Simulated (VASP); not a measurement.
# Ir (P6/mmm) in VASP: a series of runs

Ir is run at these levels: PBEsol; tasks: relaxation of cell and atoms, single point.

Everything below comes from runs of VASP 6.6.1. Logs are shortened: lines on timing, memory, paths and dates and some standing lists are left out, and cuts for length are marked.

### 1 The cell of the first run

Symmetry: P6/mmm, No. 191, hexagonal system. Conventional cell: a = 2.619 Å, b = 2.619 Å, c = 2.448 Å, α = 90.00°, β = 90.00°, γ = 120.00°. Ir (site symmetry 6/mmm) has 8 Ir at 2.45 to 2.62 Å within 3.2 Å.

### 2 Relaxation of cell and atoms, PBEsol

Input file INCAR:

```
PREC = Accurate
ENCUT = 600
EDIFF = 1E-6
ISMEAR = 0
SIGMA = 0.1
LREAL = False
LASPH = True
NELM = 100
ALGO = Normal
ISIF = 3
LWAVE = False
LCHARG = False
GGA = PS
IBRION = 2
NSW = 90
EDIFFG = -0.04
```

Input file KPOINTS:

```
Automatic mesh
0
Gamma
  9 9 8
```

Input file POSCAR:

```
Ir
1.0
    2.6194997309      0.0000000000      0.0000000000
   -1.3097498655      2.2685533122      0.0000000000
    0.0000000000      0.0000000000      2.4475950611
Ir
1
Direct
    0.0000000000      0.0000000000      0.0000000000
```

Potentials or basis: VASP PAW PBE potentials, release 64 (Ir).

The run is started by

```
> cat potpaw_PBE.64/Ir/POTCAR > POTCAR
> mpirun -np 1 vasp_std > vasp.out
```

OUTCAR:

```text
PREC = Accurate
   ENCUT = 600
   EDIFF = 1E-6
   ISMEAR = 0
   LREAL = False
   LASPH = True
   NELM = 100
   ISIF = 3
   GGA = PS
   IBRION = 2
   NSW = 90
   EDIFFG = -0.04

 ion  position               nearest neighbor table
   1  0.000  0.000  0.000-

  LATTYP: Found a hexagonal cell.
 ALAT       =     2.6194997309
 C/A-ratio  =     0.9343750000

  Lattice vectors:

 A1 = (   2.6194997309,   0.0000000000,   0.0000000000)
 A2 = (  -1.3097498655,   2.2685533122,   0.0000000000)
 A3 = (   0.0000000000,   0.0000000000,   2.4475950611)

Analysis of symmetry for initial positions (statically):
=====================================================================
 Subroutine PRICEL returns:
 Original cell was already a primitive cell.

 Routine SETGRP: Setting up the symmetry group for a
 hexagonal supercell.

 Subroutine GETGRP returns: Found 24 space group operations
 (whereof 24 operations were pure point group operations)
 out of a pool of 24 trial point group operations.

The static configuration has the point symmetry D_6h.

Analysis of symmetry for dynamics (positions and initial velocities):
=====================================================================
 Subroutine PRICEL returns:
 Original cell was already a primitive cell.

 Routine SETGRP: Setting up the symmetry group for a
 hexagonal supercell.

 Subroutine GETGRP returns: Found 24 space group operations
 (whereof 24 operations were pure point group operations)
 out of a pool of 24 trial point group operations.

The dynamic configuration has the point symmetry D_6h.

 Subroutine INISYM returns: Found 24 space group operations
 (whereof 24 operations are pure point group operations),
 and found     1 'primitive' translations

----------------------------------------------------------------------------------------

                                     Primitive cell

  volume of cell :      14.5448

  direct lattice vectors                    reciprocal lattice vectors
     2.619499731  0.000000000  0.000000000     0.381752282  0.220404783  0.000000000
    -1.309749865  2.268553312  0.000000000     0.000000000  0.440809566  0.000000000
     0.000000000  0.000000000  2.447595061     0.000000000  0.000000000  0.408564315

  length of vectors
     2.619499731  2.619499731  2.447595061     0.440809566  0.440809566  0.408564315

  position of ions in fractional coordinates (direct lattice)
     0.000000000  0.000000000  0.000000000

  ion indices of the primitive-cell ions
   primitive index   ion index
                 1           1

----------------------------------------------------------------------------------------

 KPOINTS: Automatic mesh

Automatic generation of k-mesh.
 Grid dimensions read from file:
 generate k-points for:    9    9    8

 Generating k-lattice:

  Cartesian coordinates                     Fractional coordinates (reciprocal lattice)
     0.042416920  0.024489420  0.000000000     0.111111111  0.000000000  0.000000000
     0.000000000  0.048978841  0.000000000     0.000000000  0.111111111  0.000000000
     0.000000000  0.000000000  0.051070539     0.000000000  0.000000000  0.125000000

  Length of vectors
     0.048978841  0.048978841  0.051070539

  Shift w.r.t. Gamma in fractional coordinates (k-lattice)
     0.000000000  0.000000000  0.000000000

 Subroutine IBZKPT returns following result:
 ===========================================

 Found     60 irreducible k-points:

 Following reciprocal coordinates:
            Coordinates               Weight
  0.000000  0.000000  0.000000      1.000000
  0.111111 -0.000000  0.000000      6.000000
  0.222222 -0.000000  0.000000      6.000000
  0.333333 -0.000000  0.000000      6.000000
  0.444444 -0.000000  0.000000      6.000000
  0.111111  0.111111  0.000000      6.000000
[... 16 lines left out ...]
  0.333333  0.222222  0.125000     24.000000
  0.333333  0.333333  0.125000      4.000000
 [... further k-points ...]
   k-points           NKPTS =     60   k-points in BZ     NKDIM =     60   number of bands    NBANDS=      8
   number of dos      NEDOS =    301   number of ions     NIONS =      1
   total plane-waves  NPLWV =  11520
   dimension x,y,z NGX =    24 NGY =   24 NGZ =   20
   dimension x,y,z NGXF=    48 NGYF=   48 NGZF=   40
   ions per type =               1
   NGX,Y,Z   is equivalent  to a cutoff of  15.23, 15.23, 13.58 a.u.
   NGXF,Y,Z  is equivalent  to a cutoff of  30.46, 30.46, 27.17 a.u.
 SYSTEM =  unknown system
   PREC   = accura    normal or accurate (medium, high low for compatibility)
   ISTART =      0    job   : 0-new  1-cont  2-samecut
   ICHARG =      2    charge: 1-file 2-atom 10-const
   ISPIN  =      1    spin polarized calculation?
   LNONCOLLINEAR =      F non collinear calculations
   LSORBIT =      F    spin-orbit coupling
   LASPH  =      T    aspherical Exc in radial PAW
   ENCUT  =  600.0 eV  44.10 Ry    6.64 a.u.   5.23  5.23  4.89*2*pi/ulx,y,z
   NELM   =    100;   NELMIN=  2; NELMDL= -5     # of ELM steps
   EDIFF  = 0.1E-05   stopping-criterion for ELM
   LREAL  =      F    real-space projection
   EDIFFG = -.4E-01   stopping-criterion for IOM
   NSW    =     90    number of steps for IOM
   IBRION =      2    ionic relax: 0-MD 1-quasi-New 2-CG
   NFREE  =      1    steps in history (QN), initial steepest desc. (CG)
   ISIF   =      3    stress and relaxation
   ISYM   =      2    0-nonsym 1-usesym 2-fastsym
   POTIM  = 0.5000    time-step for ionic-motion
   TEBEG  =    0.0;   TEEND  =   0.0 temperature during run
   PSTRESS=    0.0 pullay stress
   NELECT =       9.0000    total number of electrons
   NUPDOWN=      -1.0000    fix difference up-down
   EMIN   =  10.00;   EMAX   =-10.00  energy-range for DOS
   EFERMI =   0.00;   METHOD = LEGACY
   ISMEAR =     0;   SIGMA  =   0.10  broadening in eV -4-tet -1-fermi 0-gaus
   EFERMI_NEDOS =   21; number of points for ismear=-14 and -15
   IALGO  =     38    algorithm
   IMIX   =      4    mixing-type and parameters
     AMIX     =   0.40;   BMIX     =  1.00
     AMIX_MAG =   1.60;   BMIX_MAG =  1.00
  volume/ion in A,a.u.               =      14.54        98.15
  Fermi-wavevector in a.u.,A,eV,Ry     =   1.395040  2.636244 26.478800  1.946137
  Thomas-Fermi vector in A             =   2.518531
   LORBIT       =      0    0 simple, 1 ext, 2 COOP (PROOUT), +10 PAW based schemes
   GGA     = PS    functional components
   LHFCALC =     F    Hartree Fock is set to
   AEXX    =    0.0000 exact exchange contribution
   IVDW    =     0    specifies the selected vdW correction
   LEPSILON=     F    determine dielectric tensor
   LRPA    =     F    only Hartree local field effects (RPA)
 conjugate gradient relaxation of ions
 non-spin polarized calculation
 Gauss-broadening in eV      SIGMA  =   0.10
  energy-cutoff  :      600.00
  volume of cell :       14.54
 maximum number of plane-waves:       491
 NGX is ok and might be reduce to    24
   NGX = 11   NGY = 11   NGZ =  9

--------------------------------------- Ionic step        1  -------------------------------------------

 number of electron       9.0000000 magnetization

 Free energy of the ion-electron system (eV)
  ---------------------------------------------------
  ext. energy  EPLUGINS =         0.00000000
  ---------------------------------------------------
  free energy    TOTEN  =        -9.15084995 eV

  energy without entropy =       -9.14497752  energy(sigma->0) =       -9.14791374

------------------------ aborting loop because EDIFF is reached ----------------------------------------

  FORCE on cell =-STRESS in cart. coord.  units (eV):
  Direction    XX          YY          ZZ          XY          YZ          ZX
  --------------------------------------------------------------------------------------
  -------------------------------------------------------------------------------------
  Total        0.9529281      0.9529281      3.4077556     -0.0000000      0.0000000      0.0000000
  in kB      104.9696576    104.9696576    375.3808409     -0.0000000      0.0000000      0.0000000
  external PRESSURE =     195.1067187 kB  Pullay stress =       0.0000000 kB
[... 160 lines left out ...]
  energy  without entropy=       -9.2065265316  energy(sigma->0) =       -9.20851873

--------------------------------------- Ionic step        6  -------------------------------------------

 number of electron       9.0000000 magnetization

 Free energy of the ion-electron system (eV)
  ---------------------------------------------------
  ext. energy  EPLUGINS =         0.00000000
  ---------------------------------------------------
  free energy    TOTEN  =        -9.23328584 eV

  energy without entropy =       -9.22976613  energy(sigma->0) =       -9.23152599

 E-fermi :   8.6969     XC(G=0): -13.5227

 val. band max:        8.6382286396   @ k =   0.2222   0.1111   0.0000
 cond. band min:       8.7272410635   @ k =   0.0000   0.0000   0.2500
 fundamental gap:      0.0890124239
 Fermi energy:         8.6969351578

 k-point     1 :       0.0000    0.0000    0.0000
  band No.  band energies     occupation
      1      -1.4047      2.00000
      2       2.2183      2.00000
      3       5.3949      2.00000
      4       5.3949      2.00000
      5      10.0795      0.00000
      6      10.0795      0.00000
      7      23.3937      0.00000
      8      23.9570      0.00000
[... 243 lines left out ...]
 k-point    24 :       0.3333    0.3333    0.1250
  band No.  band energies     occupation
      1       4.3076      2.00000
      2       4.5050      2.00000
      3       4.5050      2.00000
      4       7.1488      2.00000
      5       7.1488      2.00000
      6      14.4944      0.00000
      7      16.9983      0.00000
      8      16.9983      0.00000

 [... further k-points ...]
[... 5 lines left out ...]
  --------------------------------------------------------------------------------------
  -------------------------------------------------------------------------------------
  Total       -0.0239658     -0.0239658     -0.0350865      0.0000000      0.0000000      0.0000000
  in kB       -2.4972012     -2.4972012     -3.6559601      0.0000000      0.0000000      0.0000000
  external PRESSURE =      -2.8834541 kB  Pullay stress =       0.0000000 kB
[... 16 lines left out ...]
  FREE ENERGIE OF THE ION-ELECTRON SYSTEM (eV)
  ---------------------------------------------------
  free  energy   TOTEN  =        -9.2332858407 eV

  energy  without entropy=       -9.2297661308  energy(sigma->0) =       -9.23152599

 reached required accuracy - stopping structural energy minimisation
```

Wall time 14 s (1 thread of Intel Xeon 6975P-C (Granite Rapids), shared host); peak memory 0.14 GiB.

Results:

```
Free energy                            : -9.2333 eV
Relaxed volume                         : 15.38 Å³/atom
Relaxed cell                           : a = 2.628 Å, b = 2.628 Å, c = 2.570 Å, α = 90.00°, β = 90.00°, γ = 120.00°
Space group after relaxing (to 0.05 Å) : P6/mmm (No. 191)
Energy gained by relaxing              : 82.4 meV/atom
Ionic steps                            : 6
Pressure after relaxing                : -0.3 GPa
```

The path:
```csv
step,energy change (eV),largest force (eV/Å),pressure (GPa),volume (Å³)
1,0.0000,0.0000,19.51,14.54
2,0.3593,0.0000,-34.99,18.53
3,-0.0749,0.0000,-4.96,15.59
4,-0.0757,0.0000,-3.33,15.50
5,-0.0597,0.0000,6.96,15.15
6,-0.0824,0.0000,-0.29,15.38
```

Final structure:
```
CELL_PARAMETERS angstrom
2.62820 0.00000 0.00000
-1.31410 2.27609 0.00000
0.00000 0.00000 2.57040
ATOMIC_POSITIONS crystal
Ir 0.00000 0.00000 0.00000
```

Caveat: the PAW data sets were made with another functional, which shifts forces and pressure a little; spin-orbit coupling is left out, which moves the levels of the heavy elements.

### 3 Single point, PBEsol

This run uses another cell than the first one, of 15.36 Å³/atom, 1.056 times its volume.

Input file INCAR:

```
  PREC = Accurate
  ENCUT = 520
  EDIFF = 1E-6
  ISMEAR = 0
  SIGMA = 0.1
  LREAL = F
  LASPH = T
  NELM = 100
  ALGO = Normal
  ISIF = 2
  LWAVE = F
  LCHARG = F
  GGA = PS
  NBANDS = 10
```

Input file KPOINTS:

```
Automatic mesh
0
Gamma
  24 24 22
```

Input file POSCAR:

```
Ir
1.0
    2.6287950840      0.0000000000      0.0000000000
   -1.3143975420      2.2766033241      0.0000000000
    0.0000000000      0.0000000000      2.5660271953
Ir
1
Direct
    0.0000000000      0.0000000000      0.0000000000
```

Potentials or basis: VASP PAW PBE potentials, release 64 (Ir).

The run is started by

```
> cat potpaw_PBE.64/Ir/POTCAR > POTCAR
> mpirun -np 1 vasp_std > vasp.out
```

OUTCAR:

```text
PREC = Accurate
   ENCUT = 520
   EDIFF = 1E-6
   ISMEAR = 0
   LREAL = F
   LASPH = T
   NELM = 100
   ISIF = 2
   GGA = PS

 ion  position               nearest neighbor table
   1  0.000  0.000  0.000-

  LATTYP: Found a hexagonal cell.
 ALAT       =     2.6287950840
 C/A-ratio  =     0.9761229435

  Lattice vectors:

 A1 = (   2.6287950840,   0.0000000000,   0.0000000000)
 A2 = (  -1.3143975420,   2.2766033241,   0.0000000000)
 A3 = (   0.0000000000,   0.0000000000,   2.5660271953)
[... 482 lines left out ...]
      1       1.4368      2.00000
      2       3.3298      2.00000
      3       6.8655      2.00000
      4       8.1223      2.00000
      5       9.3474      0.00000
      6      10.8980      0.00000
      7      15.9839      0.00000
      8      22.3976      0.00000
      9      26.7083      0.00000
     10      30.9014      0.00000

 [... further k-points ...]
[... 5 lines left out ...]
  --------------------------------------------------------------------------------------
  -------------------------------------------------------------------------------------
  Total        0.0667168      0.0667168      0.0442786      0.0000000     -0.0000000      0.0000000
  in kB        6.9605007      6.9605007      4.6195427      0.0000000     -0.0000000      0.0000000
  external PRESSURE =       6.1801814 kB  Pullay stress =       0.0000000 kB

 VOLUME and BASIS-vectors are now :
 -----------------------------------------------------------------------------
  energy-cutoff  :      520.00
  volume of cell :       15.36
      direct lattice vectors                 reciprocal lattice vectors
     2.628795084  0.000000000  0.000000000     0.380402416  0.219625437  0.000000000
    -1.314397542  2.276603324  0.000000000     0.000000000  0.439250874  0.000000000
     0.000000000  0.000000000  2.566027195     0.000000000  0.000000000  0.389707483

 POSITION                                       TOTAL-FORCE (eV/Angst)
 -----------------------------------------------------------------------------------
      0.00000      0.00000      0.00000         0.000000      0.000000      0.000000
 -----------------------------------------------------------------------------------
    total drift:                               -0.000000      0.000000      0.000000

  FREE ENERGIE OF THE ION-ELECTRON SYSTEM (eV)
  ---------------------------------------------------
  free  energy   TOTEN  =        -9.2048667921 eV

  energy  without entropy=       -9.1994721682  energy(sigma->0) =       -9.20216948
```

OSZICAR:

```text
N       E                     dE             d eps       ncg     rms          rms(c)
DAV:   1     0.466010331533E+02    0.46601E+02   -0.43243E+03 14808   0.809E+02
DAV:   2    -0.884428531404E+01   -0.55445E+02   -0.52791E+02 14876   0.194E+02
DAV:   3    -0.974510033927E+01   -0.90082E+00   -0.89729E+00 17628   0.299E+01
DAV:   4    -0.975312971986E+01   -0.80294E-02   -0.80277E-02 17396   0.260E+00
DAV:   5    -0.975328861310E+01   -0.15889E-03   -0.15889E-03 17098   0.342E-01    0.135E+01
DAV:   6    -0.928404271135E+01    0.46925E+00   -0.92905E-01 17718   0.113E+01    0.529E+00
DAV:   7    -0.921147283464E+01    0.72570E-01   -0.21575E-01 19474   0.492E+00    0.146E+00
DAV:   8    -0.920541603698E+01    0.60568E-02   -0.28553E-03 16106   0.693E-01    0.387E-01
DAV:   9    -0.920486216285E+01    0.55387E-03   -0.48999E-04 17588   0.314E-01    0.291E-02
DAV:  10    -0.920486707193E+01   -0.49091E-05   -0.61319E-06 18552   0.230E-02    0.561E-03
DAV:  11    -0.920486679214E+01    0.27980E-06   -0.87317E-08  8920   0.394E-03
   1 F= -.92048668E+01 E0= -.92021695E+01  d E =-.539462E-02
```

stdout:

```text
POSCAR found type information on POSCAR Ir
 POSCAR found :  1 types and       1 ions
 scaLAPACK will be used
 -----------------------------------------------------------------------------
|                                                                             |
|                                                                             |
|     You enforced a specific xc type in the INCAR file but a different       |
|     I HOPE YOU KNOW WHAT YOU ARE DOING!                                     |
|                                                                             |
 -----------------------------------------------------------------------------

 LDA part: xc-table for (Slater+PW92), standard interpolation
 POSCAR, INCAR and KPOINTS ok, starting setup
 FFT: planning ... GRIDC
 FFT: planning ... GRID_SOFT
 FFT: planning ... GRID
 WAVECAR not read
 entering main loop
```

Run time: 30 s. Hardware: 1 thread of Intel Xeon 6975P-C (Granite Rapids), shared host; peak memory 0.23 GiB.

Results:

```
Free energy : -9.2049 eV
Pressure    : 0.6 GPa
```

Stress tensor (GPa, compression positive):
```
0.70 0.00 0.00
0.00 0.70 0.00
0.00 0.00 0.46
```

Caveat: the PAW data sets were made with another functional, which shifts forces and pressure a little; spin-orbit coupling is left out, which moves the levels of the heavy elements.

(Continued in part 2 of 2.)
